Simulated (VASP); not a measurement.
# Ru4C in VASP: a series of runs

The runs below take Ru4C through single point, with LDA.

All numbers are computed with VASP 6.6.1; they aren't measurements. Logs are shortened: lines on timing, memory, paths and dates and some standing lists are left out, and cuts for length are marked.

### 1 The cell of the first run

The cell holds a slab with vacuum, 5 atoms: a = 2.674 Å, b = 2.674 Å, c = 21.762 Å, α = 90.00°, β = 90.00°, γ = 120.00°.

### 2 Single point, LDA

INCAR

```
SYSTEM = Ru4C
PREC     = Accurate       ! precision mode
ENCUT    = 520            ! plane-wave cutoff, eV
EDIFF    = 1E-6           ! SCF threshold, eV
ISMEAR   = 0              ! smearing method
SIGMA    = 0.1            ! smearing width, eV
LREAL    = .FALSE.        ! projectors in reciprocal space
LASPH    = .TRUE.         ! aspherical terms in the spheres
NELM     = 80             ! most SCF steps
ALGO     = Normal         ! electronic algorithm
ISIF     = 2              ! what is computed and relaxed
LWAVE    = .FALSE.        ! write WAVECAR
LCHARG   = .FALSE.        ! write CHGCAR
LDIPOL   = .TRUE.       
IDIPOL   = 3            
DIPOL    = 0.5 0.5 0.369
GGA      = CA             ! functional
NBANDS   = 38             ! bands
```

KPOINTS

```
regular mesh
0
G
  12 12 1
  0 0 0
```

POSCAR

```
Ru4C
1.0
    2.6740588508      0.0000000000      0.0000000000
   -1.3370294254      2.3158028960      0.0000000000
    0.0000000000      0.0000000000     21.7622039047
Ru C
4 1
Direct
    0.6666666667      0.3333333333      0.1838049132
    0.3333333333      0.6666666666      0.2809173428
    0.6666666667      0.3333333333      0.3776317450
    0.3333333333      0.6666666666      0.4715608745
    0.3333333333      1.1666666667      0.5317243048
```

Potentials or basis: VASP PAW LDA potentials, release 64 (Ru_pv, C).

Run with:

```sh
> cat potpaw_LDA.64/Ru_pv/POTCAR potpaw_LDA.64/C/POTCAR > POTCAR
> mpirun -np 1 vasp_std > vasp.out
```

OUTCAR:

```text
SYSTEM = Ru4C
   PREC = Accurate
   ENCUT = 520
   EDIFF = 1E-6
   ISMEAR = 0
   LREAL = .FALSE.
   LASPH = .TRUE.
   NELM = 80
   ISIF = 2
   GGA = CA

 ion  position               nearest neighbor table
   1  0.667  0.333  0.184-   2 2.62   2 2.62   2 2.62
   2  0.333  0.667  0.281-   3 2.61   3 2.61   3 2.61   1 2.62   1 2.62   1 2.62
   3  0.667  0.333  0.378-   4 2.56   4 2.56   4 2.56   2 2.61   2 2.61   2 2.61
   4  0.333  0.667  0.472-   5 1.87   5 1.87   3 2.56   3 2.56   3 2.56   5 2.66   5 2.66
   5  0.333  0.167  0.532-   4 1.87   4 1.87   4 2.66   4 2.66

  LATTYP: Found a hexagonal cell.
 ALAT       =     2.6740588508
 C/A-ratio  =     8.1382666272

  Lattice vectors:

 A1 = (   2.6740588508,   0.0000000000,   0.0000000000)
 A2 = (  -1.3370294254,   2.3158028960,   0.0000000000)
 A3 = (   0.0000000000,   0.0000000000,  21.7622039047)

Analysis of symmetry for initial positions (statically):
=====================================================================
 Subroutine PRICEL returns:
 Original cell was already a primitive cell.

 Routine SETGRP: Setting up the symmetry group for a
 hexagonal supercell.

 Subroutine GETGRP returns: Found  2 space group operations
 (whereof  2 operations were pure point group operations)
 out of a pool of 24 trial point group operations.

The static configuration has the point symmetry C_1h.

Analysis of symmetry for dynamics (positions and initial velocities):
=====================================================================
 Subroutine PRICEL returns:
 Original cell was already a primitive cell.

 Routine SETGRP: Setting up the symmetry group for a
 hexagonal supercell.

 Subroutine GETGRP returns: Found  2 space group operations
 (whereof  2 operations were pure point group operations)
 out of a pool of 24 trial point group operations.

The dynamic configuration has the point symmetry C_1h.

 Subroutine INISYM returns: Found  2 space group operations
 (whereof  2 operations are pure point group operations),
 and found     1 'primitive' translations

----------------------------------------------------------------------------------------

                                     Primitive cell

  volume of cell :     134.7645

  direct lattice vectors                    reciprocal lattice vectors
     2.674058851  0.000000000  0.000000000     0.373963348  0.215907840  0.000000000
    -1.337029425  2.315802896  0.000000000     0.000000000  0.431815679  0.000000000
     0.000000000  0.000000000 21.762203905     0.000000000  0.000000000  0.045951228

  length of vectors
     2.674058851  2.674058851 21.762203905     0.431815679  0.431815679  0.045951228

  position of ions in fractional coordinates (direct lattice)
     0.666666667  0.333333333  0.183804913
     0.333333333  0.666666667  0.280917343
     0.666666667  0.333333333  0.377631745
     0.333333333  0.666666667  0.471560874
     0.333333333  0.166666667  0.531724305

  ion indices of the primitive-cell ions
   primitive index   ion index
                 1           1
                 2           2
                 3           3
                 4           4
                 5           5

----------------------------------------------------------------------------------------

 KPOINTS: regular mesh

Automatic generation of k-mesh.
 Grid dimensions read from file:
 generate k-points for:   12   12    1

 Generating k-lattice:

  Cartesian coordinates                     Fractional coordinates (reciprocal lattice)
     0.031163612  0.017992320  0.000000000     0.083333333  0.000000000  0.000000000
     0.000000000  0.035984640  0.000000000     0.000000000  0.083333333  0.000000000
     0.000000000  0.000000000  0.045951228     0.000000000  0.000000000  1.000000000

  Length of vectors
     0.035984640  0.035984640  0.045951228

  Shift w.r.t. Gamma in fractional coordinates (k-lattice)
     0.000000000  0.000000000  0.000000000

 Subroutine IBZKPT returns following result:
 ===========================================

 Found     43 irreducible k-points:

 Following reciprocal coordinates:
            Coordinates               Weight
  0.000000  0.000000  0.000000      1.000000
  0.083333  0.000000  0.000000      2.000000
  0.000000  0.083333  0.000000      4.000000
  0.166667  0.000000  0.000000      2.000000
  0.000000  0.166667  0.000000      4.000000
  0.250000  0.000000  0.000000      2.000000
[... 16 lines left out ...]
 -0.083333  0.416667  0.000000      4.000000
 -0.416667  0.333333  0.000000      4.000000
 [... further k-points ...]
   k-points           NKPTS =     43   k-points in BZ     NKDIM =     43   number of bands    NBANDS=     38
   number of dos      NEDOS =    301   number of ions     NIONS =      5
   total plane-waves  NPLWV =  64800
   dimension x,y,z NGX =    20 NGY =   20 NGZ =  162
   dimension x,y,z NGXF=    40 NGYF=   40 NGZF=  324
   ions per type =               4   1
   NGX,Y,Z   is equivalent  to a cutoff of  12.43, 12.43, 12.38 a.u.
   NGXF,Y,Z  is equivalent  to a cutoff of  24.87, 24.87, 24.75 a.u.
 SYSTEM =  Ru4C
   PREC   = accura    normal or accurate (medium, high low for compatibility)
   ISTART =      0    job   : 0-new  1-cont  2-samecut
   ICHARG =      2    charge: 1-file 2-atom 10-const
   ISPIN  =      1    spin polarized calculation?
   LNONCOLLINEAR =      F non collinear calculations
   LSORBIT =      F    spin-orbit coupling
   LASPH  =      T    aspherical Exc in radial PAW
   ENCUT  =  520.0 eV  38.22 Ry    6.18 a.u.   4.97  4.97 40.46*2*pi/ulx,y,z
   NELM   =     80;   NELMIN=  2; NELMDL= -5     # of ELM steps
   EDIFF  = 0.1E-05   stopping-criterion for ELM
   LREAL  =      F    real-space projection
   EDIFFG = 0.1E-04   stopping-criterion for IOM
   NSW    =      0    number of steps for IOM
   IBRION =     -1    ionic relax: 0-MD 1-quasi-New 2-CG
   NFREE  =      0    steps in history (QN), initial steepest desc. (CG)
   ISIF   =      2    stress and relaxation
   ISYM   =      2    0-nonsym 1-usesym 2-fastsym
   POTIM  = 0.5000    time-step for ionic-motion
   TEBEG  =    0.0;   TEEND  =   0.0 temperature during run
   PSTRESS=    0.0 pullay stress
   NELECT =      60.0000    total number of electrons
   NUPDOWN=      -1.0000    fix difference up-down
   EMIN   =  10.00;   EMAX   =-10.00  energy-range for DOS
   EFERMI =   0.00;   METHOD = LEGACY
   ISMEAR =     0;   SIGMA  =   0.10  broadening in eV -4-tet -1-fermi 0-gaus
   EFERMI_NEDOS =   21; number of points for ismear=-14 and -15
   IALGO  =     38    algorithm
   IMIX   =      4    mixing-type and parameters
     AMIX     =   0.40;   BMIX     =  1.00
     AMIX_MAG =   1.60;   BMIX_MAG =  1.00
  volume/ion in A,a.u.               =      26.95       181.89
  Fermi-wavevector in a.u.,A,eV,Ry     =   1.250067  2.362285 21.261397  1.562669
  Thomas-Fermi vector in A             =   2.384079
   LORBIT       =      0    0 simple, 1 ext, 2 COOP (PROOUT), +10 PAW based schemes
   GGA     = CA    functional components
   LHFCALC =     F    Hartree Fock is set to
   AEXX    =    0.0000 exact exchange contribution
   IVDW    =     0    specifies the selected vdW correction
   LEPSILON=     F    determine dielectric tensor
   LRPA    =     F    only Hartree local field effects (RPA)
 non-spin polarized calculation
 Gauss-broadening in eV      SIGMA  =   0.10
  energy-cutoff  :      520.00
  volume of cell :      134.76
 maximum number of plane-waves:      3677
   NGX =  9   NGY =  9   NGZ = 81

 dipolmoment           0.000000      0.000000     -0.054171 electrons x Angstroem

 number of electron      59.9999999 magnetization

 dipolmoment           0.000000      0.000000      0.027847 electrons x Angstroem

 Free energy of the ion-electron system (eV)
  ---------------------------------------------------
  ext. energy  EPLUGINS =         0.00000000
  ---------------------------------------------------
  free energy    TOTEN  =       -47.68023428 eV

  energy without entropy =      -47.66485946  energy(sigma->0) =      -47.67254687

 E-fermi :   2.4023     XC(G=0):  -7.1712

 val. band max:        2.3922027763   @ k =   0.2500   0.0833   0.0000
 cond. band min:       2.4158663960   @ k =   0.2500   0.2500   0.0000
 fundamental gap:      0.0236636197
 Fermi energy:         2.4023090147

 k-point     1 :       0.0000    0.0000    0.0000
  band No.  band energies     occupation
      1     -41.5209      2.00000
      2     -41.0448      2.00000
      3     -40.9586      2.00000
      4     -40.5866      2.00000
      5     -40.4486      2.00000
      6     -40.3042      2.00000
[... 30 lines left out ...]
     37       3.4996      0.00000
     38       3.5793      0.00000

 k-point     2 :       0.0833    0.0000    0.0000
  band No.  band energies     occupation
      1     -41.5021      2.00000
      2     -41.0384      2.00000
      3     -40.9731      2.00000
      4     -40.6571      2.00000
      5     -40.4703      2.00000
      6     -40.3301      2.00000
[... 30 lines left out ...]
     37       3.7062      0.00000
     38       4.9023      0.00000

 k-point     3 :       0.0000    0.0833    0.0000
  band No.  band energies     occupation
      1     -41.5013      2.00000
      2     -41.0542      2.00000
      3     -40.9999      2.00000
      4     -40.6145      2.00000
      5     -40.4727      2.00000
      6     -40.3263      2.00000
[... 30 lines left out ...]
     37       3.6489      0.00000
[... 781 lines left out ...]
 k-point    23 :      -0.0833    0.4167    0.0000
  band No.  band energies     occupation
      1     -41.7615      2.00000
      2     -41.3100      2.00000
      3     -41.0778      2.00000
      4     -40.9818      2.00000
      5     -40.8419      2.00000
      6     -40.6484      2.00000
[... 30 lines left out ...]
     37       5.0276      0.00000
     38       6.0662      0.00000

 k-point    24 :      -0.4167    0.3333    0.0000
  band No.  band energies     occupation
      1     -41.7050      2.00000
      2     -41.3143      2.00000
      3     -41.0771      2.00000
      4     -40.9754      2.00000
      5     -40.8944      2.00000
      6     -40.6544      2.00000
[... 30 lines left out ...]
     37       5.0040      0.00000
     38       6.1691      0.00000

 [... further k-points ...]

------------------------ aborting loop because EDIFF is reached ----------------------------------------

 vacuum level on the upper side and lower side of the slab       (xc-potential included)         0.117        -0.657

  FORCE on cell =-STRESS in cart. coord.  units (eV):
  Direction    XX          YY          ZZ          XY          YZ          ZX
  --------------------------------------------------------------------------------------
  -------------------------------------------------------------------------------------
  Total        2.3645880      4.2987570      3.3182337     -1.6750395     -0.3689588     -0.6390555
  in kB       28.1119278     51.1067246     39.4495569    -19.9140782     -4.3864488     -7.5975532
  external PRESSURE =      39.5560698 kB  Pullay stress =       0.0000000 kB

 VOLUME and BASIS-vectors are now :
 -----------------------------------------------------------------------------
  energy-cutoff  :      520.00
  volume of cell :      134.76
      direct lattice vectors                 reciprocal lattice vectors
     2.674058851  0.000000000  0.000000000     0.373963348  0.215907840  0.000000000
    -1.337029425  2.315802896  0.000000000     0.000000000  0.431815679  0.000000000
     0.000000000  0.000000000 21.762203905     0.000000000  0.000000000  0.045951228

 POSITION                                       TOTAL-FORCE (eV/Angst)
 -----------------------------------------------------------------------------------
      1.33703      0.77193      4.00000         0.028562      0.016490      0.907617
     -0.00000      1.54387      6.11338        -0.007622     -0.004400     -0.817540
      1.33703      0.77193      8.21810         0.365809      0.211200     -2.670631
     -0.00000      1.54387     10.26220        -0.582157     -0.336108      2.422445
      0.66851      0.38597     11.57149         0.195407      0.112818      0.158110
 -----------------------------------------------------------------------------------
    total drift:                               -0.000035     -0.000020      0.000801

  FREE ENERGIE OF THE ION-ELECTRON SYSTEM (eV)
  ---------------------------------------------------
  free  energy   TOTEN  =       -47.6802342755 eV

  energy  without entropy=      -47.6648594613  energy(sigma->0) =      -47.67254687

 vacuum level on the upper side and lower side of the slab         8.425         7.629
```

It used 350 s of CPU time on 1 thread of AMD EPYC 7R13 Processor (Zen 3) (shared host).

Results:

* Free energy: -47.6802 eV
* Largest force: 2.704 eV/Å
* Band gap on the k mesh: zero (band 30 reaches 3.58 eV, above the bottom of band 31 at 1.26 eV)

Forces in eV/Å, atoms in the order of the input:
```
Ru   0.029  0.016  0.908
Ru  -0.008 -0.004 -0.818
Ru   0.366  0.211 -2.671
Ru  -0.582 -0.336  2.422
C    0.195  0.113  0.158
```

(Part 1 of 2 ends here.)
